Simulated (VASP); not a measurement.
# AlRu (Cmmm) in VASP: notebook, part 2 of 2

VASP 6.6.1. The steps go on from the part before.

### Step 4. Single point, PBE (strain +0.0375 x Voigt [0, 0, 0, 0, 1, 0])

INCAR reads:

```
PREC     = Accurate       # precision mode
ENCUT    = 520            # plane-wave cutoff, eV
EDIFF    = 1E-6           # SCF threshold, eV
ISMEAR   = 0              # smearing method
SIGMA    = 0.15           # smearing width, eV
LREAL    = F              # projectors in reciprocal space
LASPH    = T              # aspherical terms in the spheres
NELM     = 100            # most SCF steps
ALGO     = Fast           # electronic algorithm
ISIF     = 2              # what is computed and relaxed
LWAVE    = F              # write WAVECAR
LCHARG   = F              # write CHGCAR
GGA      = PE             # functional
NBANDS   = 16             # bands
```

KPOINTS reads:

```
Automatic mesh
0
Gamma
  16 16 16
```

POSCAR reads:

```
AlRu
1.0
    2.9916000000      0.0000000000      0.0560925000
    0.0000000000      2.9916000000      0.0000000000
    0.0560925000      0.0000000000      2.9916000000
Al Ru
1 1
Direct
    0.0000000000      0.0000000000      0.0000000000
    0.5000000000      0.5000000000      0.5000000000
```

Potentials or basis: VASP PAW PBE potentials, release 64 (Al, Ru_pv).

Run with:

```
cat potpaw_PBE.64/Al/POTCAR potpaw_PBE.64/Ru_pv/POTCAR > POTCAR
mpirun -np 1 vasp_std > vasp.out
```

OUTCAR:

```text
PREC = Accurate
   ENCUT = 520
   EDIFF = 1E-6
   ISMEAR = 0
   LREAL = F
   LASPH = T
   NELM = 100
   ISIF = 2
   GGA = PE

 ion  position               nearest neighbor table
   1  0.000  0.000  0.000-   2 2.56   2 2.56   2 2.56   2 2.56   2 2.62   2 2.62   2 2.62   2 2.62

   2  0.500  0.500  0.500-   1 2.56   1 2.56   1 2.56   1 2.56   1 2.62   1 2.62   1 2.62   1 2.62

  LATTYP: Found a base centered orthorhombic cell.
 ALAT       =     4.1514345189
 B/A-ratio  =     1.0382165605
[... 648 lines left out ...]
------------------------ aborting loop because EDIFF is reached ----------------------------------------

  FORCE on cell =-STRESS in cart. coord.  units (eV):
  Direction    XX          YY          ZZ          XY          YZ          ZX
  --------------------------------------------------------------------------------------
  -------------------------------------------------------------------------------------
  Total        0.4778620      0.4825942      0.4778620      0.0000000      0.0000000     -0.8153814
  in kB       28.6058742     28.8891559     28.6058742      0.0000000      0.0000000    -48.8105304
  external PRESSURE =      28.7003014 kB  Pullay stress =       0.0000000 kB

 VOLUME and BASIS-vectors are now :
 -----------------------------------------------------------------------------
  energy-cutoff  :      520.00
  volume of cell :       26.76
      direct lattice vectors                 reciprocal lattice vectors
     2.991600000  0.000000000  0.056092500     0.334386845  0.000000000 -0.006269753
     0.000000000  2.991600000  0.000000000     0.000000000  0.334269287  0.000000000
     0.056092500  0.000000000  2.991600000    -0.006269753  0.000000000  0.334386845

 POSITION                                       TOTAL-FORCE (eV/Angst)
 -----------------------------------------------------------------------------------
      0.00000      0.00000      0.00000         0.000000      0.000000      0.000000
      1.52385      1.49580      1.52385        -0.000000      0.000000      0.000000
 -----------------------------------------------------------------------------------
    total drift:                                0.000000     -0.000000     -0.000000

  FREE ENERGIE OF THE ION-ELECTRON SYSTEM (eV)
  ---------------------------------------------------
  free  energy   TOTEN  =       -14.2490488852 eV

  energy  without entropy=      -14.2301444372  energy(sigma->0) =      -14.23959666
```

Wall time 3.9 min (1 thread of Intel Xeon 8259CL, shared host); peak memory 0.37 GiB.

What came out:

| Item | Value |
| --- | --- |
| Free energy | -14.2490 eV |
| Pressure | 2.9 GPa |
| Band gap on the k mesh | zero (an odd number of electrons rules out a gap without spin polarisation) |

Levels at points of the mesh, in eV from the Fermi level:
```
           k point  band 5  band 6  band 7  band 8  band 9  band 10  band 11  band 12  band 13  band 14
(0.00, 0.00, 0.00)   -3.58   -3.57    0.07    0.15    0.25     6.05     6.06     6.11    10.98    10.99
(0.50, 0.00, 0.00)   -5.49   -2.79   -1.62   -1.60    0.41     2.28     7.42    10.98    11.02    12.67
(0.00, 0.50, 0.00)   -5.50   -2.77   -1.75   -1.49    0.40     2.28     7.45    10.91    11.15    12.48
(0.50, 0.50, 0.00)   -3.08   -1.38   -1.37   -1.19   -1.17     1.52     5.30     6.23    10.52    12.12
(0.50, 0.00, 0.50)   -3.08   -1.64   -1.20   -1.17   -1.11     1.51     5.23     6.32    10.57    14.21
(0.50, 0.50, 0.50)   -4.65   -4.59    1.61    1.61    2.50     3.83     4.19     4.44     8.29     8.49
```

Caveat: the cell differs from its parent crystal (strain +0.0375 x Voigt [0, 0, 0, 0, 1, 0]).

### Step 5. Single point, PBE (strain +0.0225 x Voigt [0, 0, 0, 0, 1, 0])

INCAR reads:

```
SYSTEM = AlRu
PREC = Accurate ; ENCUT = 520
EDIFF = 1E-6 ; ISMEAR = 0
SIGMA = 0.15 ; LREAL = .FALSE.
LASPH = .TRUE. ; NELM = 60
ALGO = Fast ; ISIF = 2
LWAVE = .FALSE. ; LCHARG = .FALSE.
GGA = PE ; NBANDS = 16
```

KPOINTS reads:

```
regular mesh
0
G
  16 16 16
  0 0 0
```

POSCAR reads:

```
AlRu
1.0
    2.9916000000      0.0000000000      0.0336555000
    0.0000000000      2.9916000000      0.0000000000
    0.0336555000      0.0000000000      2.9916000000
Al Ru
1 1
Direct
    0.0000000000      0.0000000000      0.0000000000
    0.5000000000      0.5000000000      0.5000000000
```

Potentials or basis: VASP PAW PBE potentials, release 64 (Al, Ru_pv).

Run with:

```
cat potpaw_PBE.64/Al/POTCAR potpaw_PBE.64/Ru_pv/POTCAR > POTCAR
mpirun -np 1 vasp_std > vasp.out
```

OUTCAR:

```text
SYSTEM = AlRu
   PREC = Accurate
   ENCUT = 520
   EDIFF = 1E-6
   ISMEAR = 0
   LREAL = .FALSE.
   LASPH = .TRUE.
   NELM = 60
   ISIF = 2
   GGA = PE

 ion  position               nearest neighbor table
   1  0.000  0.000  0.000-   2 2.57   2 2.57   2 2.57   2 2.57   2 2.61   2 2.61   2 2.61   2 2.61

   2  0.500  0.500  0.500-   1 2.57   1 2.57   1 2.57   1 2.57   1 2.61   1 2.61   1 2.61   1 2.61

  LATTYP: Found a base centered orthorhombic cell.
 ALAT       =     4.1831652286
 B/A-ratio  =     1.0227560051
 C/A-ratio  =     0.7151522439

  Lattice vectors:

 A1 = (  -2.9916000000,   0.0000000000,  -0.0336555000)
 A2 = (   0.0336555000,   0.0000000000,   2.9916000000)
 A3 = (   0.0000000000,   2.9916000000,   0.0000000000)

Analysis of symmetry for initial positions (statically):
=====================================================================
 Subroutine PRICEL returns:
 Original cell was already a primitive cell.

 Routine SETGRP: Setting up the symmetry group for a
 base centered orthorhombic supercell.

 Subroutine GETGRP returns: Found  8 space group operations
 (whereof  8 operations were pure point group operations)
 out of a pool of  8 trial point group operations.

The static configuration has the point symmetry D_2h.

Analysis of symmetry for dynamics (positions and initial velocities):
=====================================================================
 Subroutine PRICEL returns:
 Original cell was already a primitive cell.

 Routine SETGRP: Setting up the symmetry group for a
 base centered orthorhombic supercell.

 Subroutine GETGRP returns: Found  8 space group operations
 (whereof  8 operations were pure point group operations)
 out of a pool of  8 trial point group operations.

The dynamic configuration has the point symmetry D_2h.

 Subroutine INISYM returns: Found  8 space group operations
 (whereof  8 operations are pure point group operations),
 and found     1 'primitive' translations

----------------------------------------------------------------------------------------

                                     Primitive cell

  volume of cell :      26.7704

  direct lattice vectors                    reciprocal lattice vectors
     2.991600000  0.000000000  0.033655500     0.334311599  0.000000000 -0.003761005
     0.000000000  2.991600000  0.000000000     0.000000000  0.334269287  0.000000000
     0.033655500  0.000000000  2.991600000    -0.003761005  0.000000000  0.334311599

  length of vectors
     2.991789306  2.991600000  2.991789306     0.334332754  0.334269287  0.334332754

  position of ions in fractional coordinates (direct lattice)
     0.000000000  0.000000000  0.000000000
     0.500000000  0.500000000  0.500000000

  ion indices of the primitive-cell ions
   primitive index   ion index
                 1           1
                 2           2

----------------------------------------------------------------------------------------

 KPOINTS: regular mesh

Automatic generation of k-mesh.
 Grid dimensions read from file:
 generate k-points for:   16   16   16

 Generating k-lattice:

  Cartesian coordinates                     Fractional coordinates (reciprocal lattice)
     0.020894475  0.000000000 -0.000235063     0.062500000  0.000000000  0.000000000
     0.000000000  0.020891830  0.000000000     0.000000000  0.062500000  0.000000000
    -0.000235063  0.000000000  0.020894475     0.000000000  0.000000000  0.062500000

  Length of vectors
     0.020895797  0.020891830  0.020895797

  Shift w.r.t. Gamma in fractional coordinates (k-lattice)
     0.000000000  0.000000000  0.000000000

 Subroutine IBZKPT returns following result:
 ===========================================

 Found    657 irreducible k-points:

 Following reciprocal coordinates:
            Coordinates               Weight
  0.000000  0.000000  0.000000      1.000000
  0.062500  0.000000  0.000000      4.000000
  0.125000  0.000000  0.000000      4.000000
  0.187500  0.000000  0.000000      4.000000
  0.250000  0.000000  0.000000      4.000000
  0.312500  0.000000  0.000000      4.000000
[... 16 lines left out ...]
  0.250000  0.125000  0.000000      8.000000
  0.312500  0.125000  0.000000      8.000000
 [... further k-points ...]
   k-points           NKPTS =    657   k-points in BZ     NKDIM =    657   number of bands    NBANDS=     16
   number of dos      NEDOS =    301   number of ions     NIONS =      2
   total plane-waves  NPLWV =  13824
   dimension x,y,z NGX =    24 NGY =   24 NGZ =   24
   dimension x,y,z NGXF=    48 NGYF=   48 NGZF=   48
   ions per type =               1   1
   NGX,Y,Z   is equivalent  to a cutoff of  13.34, 13.34, 13.34 a.u.
   NGXF,Y,Z  is equivalent  to a cutoff of  26.67, 26.67, 26.67 a.u.
 SYSTEM =  AlRu
   PREC   = accura    normal or accurate (medium, high low for compatibility)
   ISTART =      0    job   : 0-new  1-cont  2-samecut
   ICHARG =      2    charge: 1-file 2-atom 10-const
   ISPIN  =      1    spin polarized calculation?
   LNONCOLLINEAR =      F non collinear calculations
   LSORBIT =      F    spin-orbit coupling
   LASPH  =      T    aspherical Exc in radial PAW
   ENCUT  =  520.0 eV  38.22 Ry    6.18 a.u.   5.56  5.56  5.56*2*pi/ulx,y,z
   NELM   =     60;   NELMIN=  2; NELMDL= -5     # of ELM steps
   EDIFF  = 0.1E-05   stopping-criterion for ELM
   LREAL  =      F    real-space projection
   EDIFFG = 0.1E-04   stopping-criterion for IOM
   NSW    =      0    number of steps for IOM
   IBRION =     -1    ionic relax: 0-MD 1-quasi-New 2-CG
   NFREE  =      0    steps in history (QN), initial steepest desc. (CG)
   ISIF   =      2    stress and relaxation
   ISYM   =      2    0-nonsym 1-usesym 2-fastsym
   POTIM  = 0.5000    time-step for ionic-motion
   TEBEG  =    0.0;   TEEND  =   0.0 temperature during run
   PSTRESS=    0.0 pullay stress
   NELECT =      17.0000    total number of electrons
   NUPDOWN=      -1.0000    fix difference up-down
   EMIN   =  10.00;   EMAX   =-10.00  energy-range for DOS
   EFERMI =   0.00;   METHOD = LEGACY
   ISMEAR =     0;   SIGMA  =   0.15  broadening in eV -4-tet -1-fermi 0-gaus
   EFERMI_NEDOS =   21; number of points for ismear=-14 and -15
   IALGO  =     68    algorithm
   IMIX   =      4    mixing-type and parameters
     AMIX     =   0.40;   BMIX     =  1.00
     AMIX_MAG =   1.60;   BMIX_MAG =  1.00
  volume/ion in A,a.u.               =      13.39        90.33
  Fermi-wavevector in a.u.,A,eV,Ry     =   1.407146  2.659121 26.940364  1.980061
  Thomas-Fermi vector in A             =   2.529435
   LORBIT       =      0    0 simple, 1 ext, 2 COOP (PROOUT), +10 PAW based schemes
   GGA     = PE    functional components
   LHFCALC =     F    Hartree Fock is set to
   AEXX    =    0.0000 exact exchange contribution
   IVDW    =     0    specifies the selected vdW correction
   LEPSILON=     F    determine dielectric tensor
   LRPA    =     F    only Hartree local field effects (RPA)
 non-spin polarized calculation
 RMM-DIIS sequential band-by-band and
 Gauss-broadening in eV      SIGMA  =   0.15
  energy-cutoff  :      520.00
  volume of cell :       26.77
 maximum number of plane-waves:       740
   NGX = 11   NGY = 11   NGZ = 11

 number of electron      16.9999995 magnetization

 Free energy of the ion-electron system (eV)
  ---------------------------------------------------
  ext. energy  EPLUGINS =         0.00000000
  ---------------------------------------------------
  free energy    TOTEN  =       -14.25891817 eV

  energy without entropy =      -14.23994688  energy(sigma->0) =      -14.24943252

 E-fermi :  10.7336     XC(G=0): -12.5663

 val. band max:       10.7335090437   @ k =   0.4375   0.2500   0.1875
 cond. band min:      10.7386710389   @ k =  -0.0625   0.0625   0.0625
 fundamental gap:      0.0051619952
 Fermi energy:        10.7335817186

 k-point     1 :       0.0000    0.0000    0.0000
  band No.  band energies     occupation
      1     -31.0496      2.00000
      2     -31.0472      2.00000
      3     -31.0428      2.00000
      4       1.0437      2.00000
      5       7.1511      2.00000
      6       7.1559      2.00000
[... 8 lines left out ...]
     15      22.8471      0.00000
     16      25.8324      0.00000
[... 419 lines left out ...]
 k-point    24 :       0.3125    0.1250    0.0000
  band No.  band energies     occupation
      1     -31.1878      2.00000
      2     -31.0649      2.00000
      3     -31.0312      2.00000
      4       3.0440      2.00000
      5       7.0715      2.00000
      6       7.8003      2.00000
[... 8 lines left out ...]
     15      24.8009      0.00000
     16      25.0874      0.00000

 [... further k-points ...]

------------------------ aborting loop because EDIFF is reached ----------------------------------------

  FORCE on cell =-STRESS in cart. coord.  units (eV):
  Direction    XX          YY          ZZ          XY          YZ          ZX
  --------------------------------------------------------------------------------------
  -------------------------------------------------------------------------------------
  Total        0.4506804      0.4524051      0.4506804      0.0000000      0.0000000     -0.4897514
  in kB       26.9726513     27.0758703     26.9726513      0.0000000      0.0000000    -29.3110043
  external PRESSURE =      27.0070577 kB  Pullay stress =       0.0000000 kB

 VOLUME and BASIS-vectors are now :
 -----------------------------------------------------------------------------
  energy-cutoff  :      520.00
  volume of cell :       26.77
      direct lattice vectors                 reciprocal lattice vectors
     2.991600000  0.000000000  0.033655500     0.334311599  0.000000000 -0.003761005
     0.000000000  2.991600000  0.000000000     0.000000000  0.334269287  0.000000000
     0.033655500  0.000000000  2.991600000    -0.003761005  0.000000000  0.334311599

 POSITION                                       TOTAL-FORCE (eV/Angst)
 -----------------------------------------------------------------------------------
      0.00000      0.00000      0.00000         0.000000      0.000000      0.000000
      1.51263      1.49580      1.51263        -0.000000      0.000000     -0.000000
 -----------------------------------------------------------------------------------
    total drift:                                0.000000     -0.000000     -0.000000

  FREE ENERGIE OF THE ION-ELECTRON SYSTEM (eV)
  ---------------------------------------------------
  free  energy   TOTEN  =       -14.2589181691 eV

  energy  without entropy=      -14.2399468793  energy(sigma->0) =      -14.24943252
```

OSZICAR:

```text
N       E                     dE             d eps       ncg     rms          rms(c)
DAV:   1     0.115433614993E+03    0.11543E+03   -0.91963E+03 21552   0.990E+02
DAV:   2    -0.130620306539E+02   -0.12850E+03   -0.12249E+03 24720   0.291E+02
DAV:   3    -0.149174179423E+02   -0.18554E+01   -0.18501E+01 27032   0.366E+01
DAV:   4    -0.149309363698E+02   -0.13518E-01   -0.13501E-01 26200   0.329E+00
DAV:   5    -0.149311250429E+02   -0.18867E-03   -0.18846E-03 25776   0.377E-01    0.122E+01
RMM:   6    -0.143429601978E+02    0.58816E+00   -0.20014E+00 21540   0.110E+01    0.237E+00
RMM:   7    -0.142732909538E+02    0.69669E-01   -0.12613E-01 22086   0.288E+00    0.198E+00
RMM:   8    -0.142590916534E+02    0.14199E-01   -0.14889E-02 23257   0.913E-01    0.187E-01
RMM:   9    -0.142589212705E+02    0.17038E-03   -0.10664E-03 23961   0.274E-01    0.122E-01
RMM:  10    -0.142589186447E+02    0.26258E-05   -0.12462E-04 25053   0.105E-01    0.181E-02
RMM:  11    -0.142589188992E+02   -0.25449E-06   -0.29736E-05 25130   0.465E-02    0.190E-02
RMM:  12    -0.142589181691E+02    0.73007E-06   -0.79194E-06 24134   0.241E-02
   1 F= -.14258918E+02 E0= -.14249433E+02  d E =-.189713E-01
```

Run time: 3.8 min. Hardware: 1 thread of Intel Xeon 8259CL, shared host; peak memory 0.37 GiB.

Results:

```
Free energy            : -14.2589 eV
Pressure               : 2.7 GPa
Band gap on the k mesh : zero (an odd number of electrons rules out a gap without spin polarisation)
```

Stress tensor (GPa, compression positive):
```
 2.70  0.00 -2.93
 0.00  2.71  0.00
-2.93  0.00  2.70
```

Levels at points of the mesh, in eV from the Fermi level:
| k point | band 6 | band 7 | band 8 | band 9 | band 10 | band 11 | band 12 | band 13 |
| --- | --- | --- | --- | --- | --- | --- | --- | --- |
| (0.00, 0.00, 0.00) | -3.58 | 0.11 | 0.16 | 0.22 | 6.05 | 6.06 | 6.09 | 10.97 |
| (0.50, 0.00, 0.00) | -2.79 | -1.62 | -1.61 | 0.42 | 2.28 | 7.43 | 11.00 | 11.02 |
| (0.00, 0.50, 0.00) | -2.78 | -1.70 | -1.54 | 0.41 | 2.28 | 7.44 | 10.95 | 11.10 |
| (0.50, 0.50, 0.00) | -1.38 | -1.38 | -1.18 | -1.18 | 1.52 | 5.30 | 6.22 | 10.56 |
| (0.50, 0.00, 0.50) | -1.54 | -1.22 | -1.19 | -1.17 | 1.52 | 5.27 | 6.26 | 10.58 |
| (0.50, 0.50, 0.50) | -4.61 | 1.61 | 1.61 | 2.54 | 3.94 | 4.15 | 4.31 | 8.38 |

Caveat: the cell differs from its parent crystal (strain +0.0225 x Voigt [0, 0, 0, 0, 1, 0]).

### Step 6. The runs side by side

```tsv
cell	gap on the mesh (eV)	pressure (GPa)
a = 2.992 Å, angles 90.0, 91.7, 90.0°, 2 atoms	none	2.8
a = 2.992 Å, angles 90.0, 89.1, 90.0°, 2 atoms	none	2.7
a = 2.992 Å, angles 90.0, 87.9, 90.0°, 2 atoms	none	2.9
a = 2.992 Å, angles 90.0, 88.7, 90.0°, 2 atoms	none	2.7
```

Alike in all rows: task single point; level PBE; potentials or basis VASP PAW PBE potentials, release 64 (Al, Ru_pv); no spin polarisation; k mesh 16 × 16 × 16; cutoff (eV) 520; smearing gaussian 0.15 eV.

Absolute energies hang on the potentials; compare differences alone.
